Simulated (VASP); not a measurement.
# Lu (P6_3/mmc) in VASP: a series of runs

Aim: see how the results for Lu move with the level of theory and the settings. Levels: PBE, r2SCAN, RPBE, revPBE. Tasks: single point.

All numbers are computed with VASP 6.6.1; they aren't measurements. Logs are shortened: lines on timing, memory, paths and dates and some standing lists are left out, and cuts for length are marked.

## 1. The cell of the first run

Symmetry: P6_3/mmc, No. 194, hexagonal system. The conventional cell has a = 3.503 Å, b = 3.503 Å, c = 5.551 Å, α = 90.00°, β = 90.00°, γ = 120.00°. Lu (site symmetry -6m2) has 12 Lu at 3.43 to 3.50 Å within 4.5 Å.

## 2. Single point, PBE

INCAR reads:

```
PREC = Accurate ; ENCUT = 520
EDIFF = 1E-7 ; ISMEAR = 1
SIGMA = 0.05 ; LREAL = False
LASPH = True ; NELM = 100
ALGO = Fast ; ISIF = 2
LWAVE = False ; LCHARG = False
GGA = PE ; NBANDS = 32
```

KPOINTS reads:

```
regular mesh
0
Gamma
  7 7 4
```

POSCAR reads:

```
Lu
1.0
    3.5031000000      0.0000000000      0.0000000000
   -1.7515500000      3.0337735920      0.0000000000
    0.0000000000      0.0000000000      5.5509000000
Lu
2
Direct
    0.6666666667      0.3333333333      0.7500000000
    0.3333333333      0.6666666667      0.2500000000
```

Potentials or basis: VASP PAW PBE potentials, release 64 (Lu).

Command:

```sh
$ cat potpaw_PBE.64/Lu/POTCAR > POTCAR
$ mpirun -np 1 vasp_std > vasp.out
```

OUTCAR:

```text
PREC = Accurate
   ENCUT = 520
   EDIFF = 1E-7
   ISMEAR = 1
   LREAL = False
   LASPH = True
   NELM = 100
   ISIF = 2
   GGA = PE

 ion  position               nearest neighbor table
   1  0.667  0.333  0.750-   2 3.43   2 3.43   2 3.43   2 3.43   2 3.43   2 3.43
   2  0.333  0.667  0.250-   1 3.43   1 3.43   1 3.43   1 3.43   1 3.43   1 3.43

  LATTYP: Found a hexagonal cell.
 ALAT       =     3.5031000000
 C/A-ratio  =     1.5845679541

  Lattice vectors:

 A1 = (   3.5031000000,   0.0000000000,   0.0000000000)
 A2 = (  -1.7515500000,   3.0337735920,   0.0000000000)
 A3 = (   0.0000000000,   0.0000000000,   5.5509000000)

Analysis of symmetry for initial positions (statically):
=====================================================================
 Subroutine PRICEL returns:
 Original cell was already a primitive cell.

 Routine SETGRP: Setting up the symmetry group for a
 hexagonal supercell.

 Subroutine GETGRP returns: Found 24 space group operations
 (whereof 12 operations were pure point group operations)
 out of a pool of 24 trial point group operations.

The static configuration has the point symmetry D_3d.
 The point group associated with its full space group is D_6h.

Analysis of symmetry for dynamics (positions and initial velocities):
=====================================================================
 Subroutine PRICEL returns:
 Original cell was already a primitive cell.

 Routine SETGRP: Setting up the symmetry group for a
 hexagonal supercell.

 Subroutine GETGRP returns: Found 24 space group operations
 (whereof 12 operations were pure point group operations)
 out of a pool of 24 trial point group operations.

The dynamic configuration has the point symmetry D_3d.
 The point group associated with its full space group is D_6h.

 Subroutine INISYM returns: Found 24 space group operations
 (whereof 12 operations are pure point group operations),
 and found     1 'primitive' translations

----------------------------------------------------------------------------------------

                                     Primitive cell

  volume of cell :      58.9928

  direct lattice vectors                    reciprocal lattice vectors
     3.503100000  0.000000000  0.000000000     0.285461448  0.164811244  0.000000000
    -1.751550000  3.033773592  0.000000000     0.000000000  0.329622488  0.000000000
     0.000000000  0.000000000  5.550900000     0.000000000  0.000000000  0.180150967

  length of vectors
     3.503100000  3.503100000  5.550900000     0.329622488  0.329622488  0.180150967

  position of ions in fractional coordinates (direct lattice)
     0.666666667  0.333333333  0.750000000
     0.333333333  0.666666667  0.250000000

  ion indices of the primitive-cell ions
   primitive index   ion index
                 1           1
                 2           2

----------------------------------------------------------------------------------------

 KPOINTS: regular mesh

Automatic generation of k-mesh.
 Grid dimensions read from file:
 generate k-points for:    7    7    4

 Generating k-lattice:

  Cartesian coordinates                     Fractional coordinates (reciprocal lattice)
     0.040780207  0.023544463  0.000000000     0.142857143  0.000000000  0.000000000
     0.000000000  0.047088927  0.000000000     0.000000000  0.142857143  0.000000000
     0.000000000  0.000000000  0.045037742     0.000000000  0.000000000  0.250000000

  Length of vectors
     0.047088927  0.047088927  0.045037742

  Shift w.r.t. Gamma in fractional coordinates (k-lattice)
     0.000000000  0.000000000  0.000000000

 Subroutine IBZKPT returns following result:
 ===========================================

 Found     24 irreducible k-points:

 Following reciprocal coordinates:
            Coordinates               Weight
  0.000000  0.000000  0.000000      1.000000
  0.142857  0.000000  0.000000      6.000000
  0.285714  0.000000  0.000000      6.000000
  0.428571  0.000000  0.000000      6.000000
  0.142857  0.142857  0.000000      6.000000
  0.285714  0.142857  0.000000     12.000000
[... 16 lines left out ...]
  0.428571  0.142857  0.500000      6.000000
  0.285714  0.285714  0.500000      6.000000
   k-points           NKPTS =     24   k-points in BZ     NKDIM =     24   number of bands    NBANDS=     32
   number of dos      NEDOS =    301   number of ions     NIONS =      2
   total plane-waves  NPLWV =  32928
   dimension x,y,z NGX =    28 NGY =   28 NGZ =   42
   dimension x,y,z NGXF=    56 NGYF=   56 NGZF=   84
   ions per type =               2
   NGX,Y,Z   is equivalent  to a cutoff of  13.29, 13.29, 12.58 a.u.
   NGXF,Y,Z  is equivalent  to a cutoff of  26.58, 26.58, 25.16 a.u.
 SYSTEM =  unknown system
   PREC   = accura    normal or accurate (medium, high low for compatibility)
   ISTART =      0    job   : 0-new  1-cont  2-samecut
   ICHARG =      2    charge: 1-file 2-atom 10-const
   ISPIN  =      1    spin polarized calculation?
   LNONCOLLINEAR =      F non collinear calculations
   LSORBIT =      F    spin-orbit coupling
   LASPH  =      T    aspherical Exc in radial PAW
   ENCUT  =  520.0 eV  38.22 Ry    6.18 a.u.   6.51  6.51 10.32*2*pi/ulx,y,z
   NELM   =    100;   NELMIN=  2; NELMDL= -5     # of ELM steps
   EDIFF  = 0.1E-06   stopping-criterion for ELM
   LREAL  =      F    real-space projection
   EDIFFG = 0.1E-05   stopping-criterion for IOM
   NSW    =      0    number of steps for IOM
   IBRION =     -1    ionic relax: 0-MD 1-quasi-New 2-CG
   NFREE  =      0    steps in history (QN), initial steepest desc. (CG)
   ISIF   =      2    stress and relaxation
   ISYM   =      2    0-nonsym 1-usesym 2-fastsym
   POTIM  = 0.5000    time-step for ionic-motion
   TEBEG  =    0.0;   TEEND  =   0.0 temperature during run
   PSTRESS=    0.0 pullay stress
   NELECT =      50.0000    total number of electrons
   NUPDOWN=      -1.0000    fix difference up-down
   EMIN   =  10.00;   EMAX   =-10.00  energy-range for DOS
   EFERMI =   0.00;   METHOD = LEGACY
   ISMEAR =     1;   SIGMA  =   0.05  broadening in eV -4-tet -1-fermi 0-gaus
   EFERMI_NEDOS =   21; number of points for ismear=-14 and -15
   IALGO  =     68    algorithm
   IMIX   =      4    mixing-type and parameters
     AMIX     =   0.40;   BMIX     =  1.00
     AMIX_MAG =   1.60;   BMIX_MAG =  1.00
  volume/ion in A,a.u.               =      29.50       199.05
  Fermi-wavevector in a.u.,A,eV,Ry     =   1.549287  2.927727 32.657919  2.400289
  Thomas-Fermi vector in A             =   2.654115
   LORBIT       =      0    0 simple, 1 ext, 2 COOP (PROOUT), +10 PAW based schemes
   GGA     = PE    functional components
   LHFCALC =     F    Hartree Fock is set to
   AEXX    =    0.0000 exact exchange contribution
   IVDW    =     0    specifies the selected vdW correction
   LEPSILON=     F    determine dielectric tensor
   LRPA    =     F    only Hartree local field effects (RPA)
 non-spin polarized calculation
 RMM-DIIS sequential band-by-band and
 Methfessel and Paxton  Order N= 1 SIGMA  =   0.05
  energy-cutoff  :      520.00
  volume of cell :       58.99
 maximum number of plane-waves:      1640
 NGX is ok and might be reduce to    28
   NGX = 13   NGY = 13   NGZ = 21

 number of electron      49.9999998 magnetization

 Free energy of the ion-electron system (eV)
  ---------------------------------------------------
  ext. energy  EPLUGINS =         0.00000000
  ---------------------------------------------------
  free energy    TOTEN  =        -8.97957579 eV

  energy without entropy =       -8.98005789  energy(sigma->0) =       -8.97973649

 E-fermi :   2.2008     XC(G=0): -10.6029

 val. band max:        2.1793128836   @ k =   0.2857   0.2857   0.5000
 cond. band min:       2.2416450891   @ k =   0.2857   0.1429   0.2500
 fundamental gap:      0.0623322055
 Fermi energy:         2.2008364511

 k-point     1 :       0.0000    0.0000    0.0000
  band No.  band energies     occupation
      1     -54.0440      2.00000
      2     -54.0124      2.00000
      3     -24.9559      2.00000
      4     -24.5614      2.00000
      5     -24.5614      2.00000
      6     -24.4860      2.00000
[... 24 lines left out ...]
     31       5.6843      0.00000
     32       5.6843      0.00000

 k-point     2 :       0.1429    0.0000    0.0000
  band No.  band energies     occupation
      1     -54.0396      2.00000
      2     -54.0108      2.00000
      3     -24.9256      2.00000
      4     -24.6232      2.00000
      5     -24.5819      2.00000
      6     -24.5504      2.00000
[... 24 lines left out ...]
     31       5.2831      0.00000
     32       5.5158      0.00000

 k-point     3 :       0.2857    0.0000    0.0000
  band No.  band energies     occupation
      1     -54.0291      2.00000
      2     -54.0078      2.00000
      3     -24.8470      2.00000
      4     -24.7629      2.00000
      5     -24.6885      2.00000
      6     -24.6255      2.00000
[... 24 lines left out ...]
     31       6.2844      0.00000
     32       6.7247      0.00000

 k-point     4 :       0.4286    0.0000    0.0000
  band No.  band energies     occupation
      1     -54.0192      2.00000
      2     -54.0068      2.00000
      3     -24.8752      2.00000
      4     -24.7933      2.00000
      5     -24.7599      2.00000
      6     -24.6588      2.00000
[... 24 lines left out ...]
     31       7.9720      0.00000
     32       8.1942      0.00000

 k-point     5 :       0.1429    0.1429    0.0000
  band No.  band energies     occupation
      1     -54.0321      2.00000
      2     -54.0085      2.00000
      3     -24.8709      2.00000
      4     -24.7009      2.00000
      5     -24.6796      2.00000
      6     -24.5932      2.00000
[... 584 lines left out ...]
     31       7.1246      0.00000
     32       7.1609      0.00000

 k-point    22 :       0.2857    0.1429    0.5000
  band No.  band energies     occupation
      1     -54.0142      2.00000
      2     -54.0142      2.00000
      3     -24.8660      2.00000
      4     -24.8660      2.00000
      5     -24.6421      2.00000
      6     -24.6421      2.00000
[... 24 lines left out ...]
     31       7.6188      0.00000
     32       7.6202      0.00000

 k-point    23 :       0.4286    0.1429    0.5000
  band No.  band energies     occupation
      1     -54.0115      2.00000
      2     -54.0115      2.00000
      3     -24.9053      2.00000
      4     -24.9053      2.00000
      5     -24.6643      2.00000
      6     -24.6643      2.00000
[... 24 lines left out ...]
     31       8.0211      0.00000
     32       8.0243      0.00000

 k-point    24 :       0.2857    0.2857    0.5000
  band No.  band energies     occupation
      1     -54.0108      2.00000
      2     -54.0108      2.00000
      3     -24.8701      2.00000
      4     -24.8701      2.00000
      5     -24.7253      2.00000
      6     -24.7253      2.00000
[... 24 lines left out ...]
     31       7.7452      0.00000
     32       9.9927      0.00000

------------------------ aborting loop because EDIFF is reached ----------------------------------------

  FORCE on cell =-STRESS in cart. coord.  units (eV):
  Direction    XX          YY          ZZ          XY          YZ          ZX
  --------------------------------------------------------------------------------------
  -------------------------------------------------------------------------------------
  Total        0.8840001      0.8840001      0.9228055      0.0000000     -0.0000000     -0.0000000
  in kB       24.0084329     24.0084329     25.0623408      0.0000000     -0.0000000     -0.0000000
  external PRESSURE =      24.3597356 kB  Pullay stress =       0.0000000 kB

 VOLUME and BASIS-vectors are now :
 -----------------------------------------------------------------------------
  energy-cutoff  :      520.00
  volume of cell :       58.99
      direct lattice vectors                 reciprocal lattice vectors
     3.503100000  0.000000000  0.000000000     0.285461448  0.164811244  0.000000000
    -1.751550000  3.033773592  0.000000000     0.000000000  0.329622488  0.000000000
     0.000000000  0.000000000  5.550900000     0.000000000  0.000000000  0.180150967

 POSITION                                       TOTAL-FORCE (eV/Angst)
 -----------------------------------------------------------------------------------
      1.75155      1.01126      4.16318         0.000000     -0.000000      0.000000
     -0.00000      2.02252      1.38773        -0.000000      0.000000      0.000000
 -----------------------------------------------------------------------------------
    total drift:                               -0.000000      0.000000     -0.000000

  FREE ENERGIE OF THE ION-ELECTRON SYSTEM (eV)
  ---------------------------------------------------
  free  energy   TOTEN  =        -8.9795757926 eV

  energy  without entropy=       -8.9800578851  energy(sigma->0) =       -8.97973649
```

Run time: 2.1 min. Hardware: 1 thread of AMD EPYC 7R43 (Zen 3), shared host; peak memory 0.17 GiB.

Results:

```yaml
Free_energy: -8.9796 eV
Pressure: 2.4 GPa
Band_gap_on_the_k_mesh: zero (band 25 reaches 3.33 eV, above the bottom of band 26 at 1.63 eV)
```

Caveat: spin-orbit coupling is left out, which moves the levels of the heavy elements.

## 3. Single point, r2SCAN

POSCAR is that of step 2.

INCAR.step1 reads:

```
SYSTEM = Lu
  PREC = Accurate
  ENCUT = 520
  ISMEAR = -1
  SIGMA = 0.05
  LREAL = .FALSE.
  LASPH = .TRUE.
  NELM = 80
  NBANDS = 32
  GGA = PE
  ALGO = Normal
  EDIFF = 1E-4
  LWAVE = .TRUE.
  LCHARG = .FALSE.
```

INCAR.step2 reads:

```
SYSTEM = Lu
  PREC = Accurate
  ENCUT = 520
  EDIFF = 1E-6
  ISMEAR = -1
  SIGMA = 0.05
  LREAL = .FALSE.
  LASPH = .TRUE.
  NELM = 80
  ALGO = Normal
  ISIF = 2
  LWAVE = .FALSE.
  LCHARG = .FALSE.
  METAGGA = R2SCAN
  LMIXTAU = .TRUE.
  NBANDS = 32
  ISTART = 1
```

KPOINTS reads:

```
regular mesh
0
G
  9 9 5
  0 0 0
```

Potentials or basis: VASP PAW PBE potentials, release 64 (Lu).

Command:

```sh
$ cat potpaw_PBE.64/Lu/POTCAR > POTCAR
$ cp INCAR.step1 INCAR
$ mpirun -np 1 vasp_std > vasp.out
$ cp INCAR.step2 INCAR
$ mpirun -np 1 vasp_std > vasp.out
```

Run time: 4.2 min. Hardware: 1 thread of Intel Xeon Platinum 8259CL at 2.50GHz (Skylake/Cascade Lake), shared host; peak memory 0.21 GiB.

It converged, with:

```yaml
Free_energy: -76.1295 eV
Pressure: -0.3 GPa
Band_gap_on_the_k_mesh: zero (band 25 reaches 3.02 eV, above the bottom of band 26 at 1.53 eV)
```

Stress tensor (GPa, compression positive):
```
 0.03  0.00  0.00
 0.00  0.03  0.00
 0.00  0.00 -1.06
```

Levels at points of the mesh, in eV from the Fermi level:
| k point | band 21 | band 22 | band 23 | band 24 | band 25 | band 26 | band 27 | band 28 | band 29 | band 30 |
| --- | --- | --- | --- | --- | --- | --- | --- | --- | --- | --- |
| (0.00, 0.00, 0.00) | -5.08 | -5.07 | -5.06 | -2.43 | 0.39 | 2.46 | 2.46 | 2.78 | 3.21 | 3.21 |

Caveat: the PAW data sets were made with another functional, which shifts forces and pressure a little; spin-orbit coupling is left out, which moves the levels of the heavy elements.

## 4. Single point, PBE

INCAR reads:

```
SYSTEM = Lu
ALGO = Normal ; EDIFF = 1E-6
ENCUT = 520 ; GGA = PE
ISIF = 2 ; ISMEAR = -1
LASPH = .TRUE. ; LCHARG = .FALSE.
LREAL = .FALSE. ; LWAVE = .FALSE.
NBANDS = 32 ; NELM = 80
PREC = Accurate ; SIGMA = 0.05
```

KPOINTS reads:

```
k-points
0
G
  5 5 3
  0 0 0
```

POSCAR is that of step 3.

Command:

```sh
$ cat potpaw_PBE.64/Lu/POTCAR > POTCAR
$ mpirun -np 1 vasp_std > vasp.out
```

Wall time 11 s (1 thread of Intel Xeon 6975P-C (Granite Rapids), shared host); peak memory 0.18 GiB.

The run converged. Its results:

- Free energy: -9.0030 eV
- Pressure: 0.2 GPa
- Band gap on the k mesh: zero (band 25 reaches 2.86 eV, above the bottom of band 26 at 1.67 eV)

Stress tensor (GPa, compression positive):
```
 0.86  0.00  0.00
 0.00  0.86  0.00
 0.00  0.00 -0.99
```

Levels at points of the mesh, in eV from the Fermi level:
| k point | band 21 | band 22 | band 23 | band 24 | band 25 | band 26 | band 27 | band 28 |
| --- | --- | --- | --- | --- | --- | --- | --- | --- |
| (0.00, 0.00, 0.00) | -4.87 | -4.85 | -4.85 | -2.38 | 0.56 | 2.24 | 2.24 | 2.51 |

Caveat: the k points lie up to 0.41 Å⁻¹ apart; spin-orbit coupling is left out, which moves the levels of the heavy elements.

## 5. Single point, RPBE

INCAR reads:

```
PREC = Accurate
ENCUT = 520
EDIFF = 1E-7
ISMEAR = -1
SIGMA = 0.05
LREAL = F
LASPH = T
NELM = 80
ALGO = Normal
ISIF = 2
LWAVE = F
LCHARG = F
GGA = RP
NBANDS = 32
```

KPOINTS reads:

```
regular mesh
0
Gamma
  5 5 3
```

POSCAR is that of step 4.

Command:

```sh
$ cat potpaw_PBE.64/Lu/POTCAR > POTCAR
$ mpirun -np 1 vasp_std > vasp.out
```

Wall time 13 s (1 thread of Intel Xeon 6975P-C (Granite Rapids), shared host); peak memory 0.18 GiB.

It converged, with:

```
Free energy            : -8.3305 eV
Pressure               : 2.0 GPa
Band gap on the k mesh : zero (band 25 reaches 2.97 eV, above the bottom of band 26 at 1.78 eV)
```

Stress tensor (GPa, compression positive):
```
2.44 0.00 0.00
0.00 2.44 0.00
0.00 0.00 1.01
```

Levels at points of the mesh, in eV from the Fermi level:
| k point | band 22 | band 23 | band 24 | band 25 | band 26 | band 27 |
| --- | --- | --- | --- | --- | --- | --- |
| (0.00, 0.00, 0.00) | -4.84 | -4.84 | -2.36 | 0.52 | 2.28 | 2.28 |

Caveat: the k points lie up to 0.41 Å⁻¹ apart; the PAW data sets were made with another functional, which shifts forces and pressure a little; spin-orbit coupling is left out, which moves the levels of the heavy elements.

[end of part 1 of 2]
